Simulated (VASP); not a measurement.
# Be (Im-3m) in VASP: notebook, part 2 of 2

VASP 6.6.1.

## (4) Single point, RPBE

This run uses another cell than the first one, of 8.04 Å³/atom, 0.926 times its volume.

INCAR reads:

```
SYSTEM = Be
ALGO = Normal
EDIFF = 1E-6
ENCUT = 520
GGA = RP
ISIF = 2
ISMEAR = -1
LASPH = .TRUE.
LCHARG = .TRUE.
LELF = .TRUE.
LREAL = .FALSE.
LVHAR = .TRUE.
LWAVE = .FALSE.
NBANDS = 7
NELM = 60
PREC = Accurate
SIGMA = 0.1
```

KPOINTS reads:

```
k-points
0
G
  29 29 29
  0 0 0
```

POSCAR reads:

```
Be
1.0
   -1.2617756101      1.2617756101      1.2617756101
    1.2617756101     -1.2617756101      1.2617756101
    1.2617756101      1.2617756101     -1.2617756101
Be
1
Direct
    0.0000000000      0.0000000000      0.0000000000
```

The run is started by

```sh
> cat potpaw_PBE.64/Be/POTCAR > POTCAR
> mpirun -np 1 vasp_std > vasp.out
```

Wall time 5.7 s (1 thread of Intel Xeon 6975P-C (Granite Rapids), shared host); peak memory 0.14 GiB.

The run converged. Its results:

| Quantity | Value |
| --- | --- |
| Free energy | -3.4150 eV |
| Pressure | 0.0 GPa |
| Band gap on the k mesh | zero (band 1 reaches 11.53 eV, above the bottom of band 2 at 6.55 eV) |

Levels at points of the mesh, in eV from the Fermi level:
```
           k point  band 1  band 2  band 3  band 4
(0.00, 0.00, 0.00)  -12.19   19.21   19.21   19.21
```

Caveat: the PAW data sets were made with another functional, which shifts forces and pressure a little.

## (5) Single point, RPBE

This run uses another cell than the first one, of 8.04 Å³/atom, 0.926 times its volume.

INCAR reads:

```
  PREC = Accurate
  ENCUT = 600
  EDIFF = 1E-6
  ISMEAR = -1
  SIGMA = 0.1
  LREAL = F
  LASPH = T
  NELM = 120
  ALGO = Normal
  ISIF = 2
  LWAVE = F
  LCHARG = T
  GGA = RP
  LELF = T
  LVHAR = T
  NBANDS = 7
  GGA_COMPAT = F
```

KPOINTS reads:

```
Automatic mesh
0
Gamma
  17 17 17
```

POSCAR is that of step 4.

Potentials or basis: VASP PAW PBE potentials, release 64 (Be).

The run is started by

```sh
> cat potpaw_PBE.64/Be/POTCAR > POTCAR
> mpirun -np 1 vasp_std > vasp.out
```

OUTCAR:

```text
PREC = Accurate
   ENCUT = 600
   EDIFF = 1E-6
   ISMEAR = -1
   LREAL = F
   LASPH = T
   NELM = 120
   ISIF = 2
   GGA = RP

 ion  position               nearest neighbor table
   1  0.000  0.000  0.000-

  LATTYP: Found a body centered cubic cell.
 ALAT       =     2.5235512202

  Lattice vectors:

 A1 = (  -1.2617756101,   1.2617756101,   1.2617756101)
 A2 = (   1.2617756101,  -1.2617756101,   1.2617756101)
 A3 = (   1.2617756101,   1.2617756101,  -1.2617756101)

Analysis of symmetry for initial positions (statically):
=====================================================================
 Subroutine PRICEL returns:
 Original cell was already a primitive cell.

 Routine SETGRP: Setting up the symmetry group for a
 body centered cubic supercell.

 Subroutine GETGRP returns: Found 48 space group operations
 (whereof 48 operations were pure point group operations)
 out of a pool of 48 trial point group operations.

The static configuration has the point symmetry O_h .

Analysis of symmetry for dynamics (positions and initial velocities):
[... 159 lines left out ...]
 val. band max:        7.8510072860   @ k =  -0.4118   0.4118   0.4118
 cond. band min:       7.8871594785   @ k =  -0.4118   0.4706   0.3529
 fundamental gap:      0.0361521924
 Fermi energy:         7.8858866384

 k-point     1 :       0.0000    0.0000    0.0000
  band No.  band energies     occupation
      1      -4.3254      2.00000
      2      27.0753      0.00000
      3      27.0753      0.00000
      4      27.0753      0.00000
      5      38.0362      0.00000
      6      38.0362      0.00000
      7      38.0362      0.00000
[... 221 lines left out ...]
 k-point    24 :       0.1765    0.1765    0.0000
  band No.  band energies     occupation
      1      -1.0483      2.00000
      2      16.7274      0.00000
      3      18.6376      0.00000
      4      22.8132      0.00000
      5      33.0182      0.00000
      6      33.7816      0.00000
      7      39.8353      0.00000

 [... further k-points ...]

------------------------ aborting loop because EDIFF is reached ----------------------------------------

  FORCE on cell =-STRESS in cart. coord.  units (eV):
  Direction    XX          YY          ZZ          XY          YZ          ZX
  --------------------------------------------------------------------------------------
  -------------------------------------------------------------------------------------
  Total        0.0019117      0.0019117      0.0019117     -0.0000000      0.0000000      0.0000000
  in kB        0.3811675      0.3811675      0.3811675     -0.0000000      0.0000000      0.0000000
  external PRESSURE =       0.3811675 kB  Pullay stress =       0.0000000 kB

 VOLUME and BASIS-vectors are now :
 -----------------------------------------------------------------------------
  energy-cutoff  :      600.00
  volume of cell :        8.04
      direct lattice vectors                 reciprocal lattice vectors
    -1.261775610  1.261775610  1.261775610     0.000000000  0.396266972  0.396266972
     1.261775610 -1.261775610  1.261775610     0.396266972  0.000000000  0.396266972
     1.261775610  1.261775610 -1.261775610     0.396266972  0.396266972  0.000000000

 POSITION                                       TOTAL-FORCE (eV/Angst)
 -----------------------------------------------------------------------------------
      0.00000      0.00000      0.00000         0.000000     -0.000000      0.000000
 -----------------------------------------------------------------------------------
    total drift:                                0.000000     -0.000000      0.000000

  FREE ENERGIE OF THE ION-ELECTRON SYSTEM (eV)
  ---------------------------------------------------
  free  energy   TOTEN  =        -3.4124664382 eV

  energy  without entropy=       -3.4055950924  energy(sigma->0) =       -3.40903077
```

stdout:

```text
POSCAR found type information on POSCAR Be
 POSCAR found :  1 types and       1 ions
 scaLAPACK will be used
 -----------------------------------------------------------------------------
|                                                                             |
|                                                                             |
|     You enforced a specific xc type in the INCAR file but a different       |
|     I HOPE YOU KNOW WHAT YOU ARE DOING!                                     |
|                                                                             |
 -----------------------------------------------------------------------------

 LDA part: xc-table for (Slater+PW92), standard interpolation
 POSCAR, INCAR and KPOINTS ok, starting setup
 FFT: planning ... GRIDC
 FFT: planning ... GRID_SOFT
 FFT: planning ... GRID
 WAVECAR not read
 entering main loop
```

Wall time 15 s (1 thread of AMD EPYC 7R13, shared host); peak memory 0.09 GiB.

Results:

| Property | Result |
| --- | --- |
| Free energy | -3.4125 eV |
| Pressure | 0.0 GPa |
| Band gap on the k mesh | zero (band 1 reaches 11.07 eV, above the bottom of band 2 at 6.61 eV) |

Caveat: the PAW data sets were made with another functional, which shifts forces and pressure a little.

## (6) Relaxation of cell and atoms, RPBE

This run uses another cell than the first one, of 8.11 Å³/atom, 0.935 times its volume.

INCAR reads:

```
ALGO = Normal ; EDIFF = 1E-7
EDIFFG = -0.01 ; ENCUT = 600
GGA = RP ; GGA_COMPAT = F
IBRION = 2 ; ISIF = 3
ISMEAR = -1 ; LASPH = T
LCHARG = F ; LREAL = F
LWAVE = F ; NELM = 120
NELMIN = 4 ; NSW = 80
PREC = Accurate ; SIGMA = 0.1
```

KPOINTS reads:

```
k-points
0
Gamma
  17 17 17
```

POSCAR reads:

```
Be
1.0
   -1.2658080948      1.2658080948      1.2658080948
    1.2658080948     -1.2658080948      1.2658080948
    1.2658080948      1.2658080948     -1.2658080948
Be
1
Direct
    0.0000000000      0.0000000000      0.0000000000
```

Potentials or basis: VASP PAW PBE potentials, release 64 (Be).

The run is started by

```sh
> cat potpaw_PBE.64/Be/POTCAR > POTCAR
> mpirun -np 1 vasp_std > vasp.out
```

Wall time 17 s (1 thread of AMD EPYC 7R13, shared host); peak memory 0.09 GiB.

It converged, with:

```yaml
Free_energy: -3.4125 eV
Relaxed_volume: 8.05 Å³/atom
Relaxed_cell: a = 2.187 Å, b = 2.187 Å, c = 2.187 Å, α = 109.47°, β = 109.47°, γ = 109.47°
Space_group_after_relaxing_to_0.05_Å: Im-3m (No. 229)
Energy_gained_by_relaxing: 0.2 meV/atom
Ionic_steps: 2
Pressure_after_relaxing: -0.2 GPa
Band_gap_on_the_k_mesh: zero (band 1 reaches 11.05 eV, above the bottom of band 2 at 6.60 eV)
```

Step by step:
```
step  energy change (eV)  largest force (eV/Å)  pressure (GPa)  volume (Å³)
   1              0.0000                0.0000           -1.06         8.11
   2             -0.0002                0.0000           -0.17         8.05
```

Final structure:
```
Be
1.0
    -1.26253    1.26253    1.26253
     1.26253   -1.26253    1.26253
     1.26253    1.26253   -1.26253
Be
1
Cartesian
  2.5251 0.0000 0.0000
```

Levels at points of the mesh, in eV from the Fermi level:
```tsv
k point	band 1	band 2	band 3	band 4	band 5
(0.00, 0.00, 0.00)	-12.20	19.16	19.16	19.16	30.12
```

Caveat: the PAW data sets were made with another functional, which shifts forces and pressure a little.

## (7) Summary

```csv
task,cell,k mesh,cutoff (eV),gap on the mesh (eV),pressure (GPa)
single point,"a = 2.242 Å, angles 109.5°, 1 atom",20 × 20 × 20,520,none,-8.0
single point,"a = 2.270 Å, angles 109.5°, 1 atom",20 × 20 × 20,520,none,-11.0
single point,"a = 2.185 Å, angles 109.5°, 1 atom",29 × 29 × 29,520,none,0.0
single point,"a = 2.185 Å, angles 109.5°, 1 atom",17 × 17 × 17,600,none,0.0
relaxation of cell and atoms,"relaxed from a = 2.192 Å, angles 109.5°, 1 atom",17 × 17 × 17,600,none,-0.2
```

Alike in all rows: level RPBE; potentials or basis VASP PAW PBE potentials, release 64 (Be); no spin polarisation; smearing fermi-dirac 0.1 eV.

Caveats: the PAW data sets were made with another functional, which shifts forces and pressure a little.

Total energies depend on the potentials used, so only differences within one code and one set of settings carry meaning.
